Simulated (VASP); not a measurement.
A run of VASP 6.6.1 is set up as follows.

File INCAR:

```
ALGO     = Normal         # electronic algorithm
EDIFF    = 1E-6           # SCF threshold, eV
ENCUT    = 520            # plane-wave cutoff, eV
GGA      = PE             # functional
ISIF     = 2              # what is computed and relaxed
ISMEAR   = -1             # smearing method
LASPH    = T              # aspherical terms in the spheres
LCHARG   = F              # write CHGCAR
LREAL    = F              # projectors in reciprocal space
LWAVE    = F              # write WAVECAR
NBANDS   = 35             # bands
NELM     = 80             # most SCF steps
PREC     = Accurate       # precision mode
SIGMA    = 0.02           # smearing width, eV
```

Contents of KPOINTS:

```
k-points
0
Gamma
  14 14 3
```

Contents of POSCAR:

```
Te2Mo
1.0
    3.5182000000      0.0000000000      0.0000000000
   -1.7591000000      3.0468505756      0.0000000000
    0.0000000000      0.0000000000     14.3928080000
Te Mo
4 2
Direct
    0.3333333333      0.6666666667      0.6236188668
    0.6666666667      0.3333333333      0.1236188668
    0.3333333333      0.6666666667      0.8763811332
    0.6666666667      0.3333333333      0.3763811332
    0.3333333333      0.6666666667      0.2500000000
    0.6666666667      0.3333333333      0.7500000000
```

Potentials or basis: VASP PAW PBE potentials, release 64 (Te, Mo_sv).

Launch:

```console
$ cat potpaw_PBE.64/Te/POTCAR potpaw_PBE.64/Mo_sv/POTCAR > POTCAR
$ mpirun -np 1 vasp_std > vasp.out
```

**Question.** Predict the largest force.

**Answer.** 0.017 eV/Å.

**Question.** What does it give for the pressure?

**Answer.** 1.6 GPa.

**Question.** Estimate the band gap on the k mesh.

**Answer.** 0.87 eV (least direct gap 1.13 eV).

Stress tensor (GPa, compression positive):
```
1.83 0.00 0.00
0.00 1.83 0.00
0.00 0.00 1.05
```

Caveat: the cell differs from its parent crystal (z stretched by +3 %, then relaxed in part); spin-orbit coupling is left out, which moves the levels of the heavy elements; an odd mesh through Γ misses points on the zone boundary, where band edges can lie; this functional lacks dispersion, which binds the layers, so the pressure and a relaxed spacing across them are unreliable.
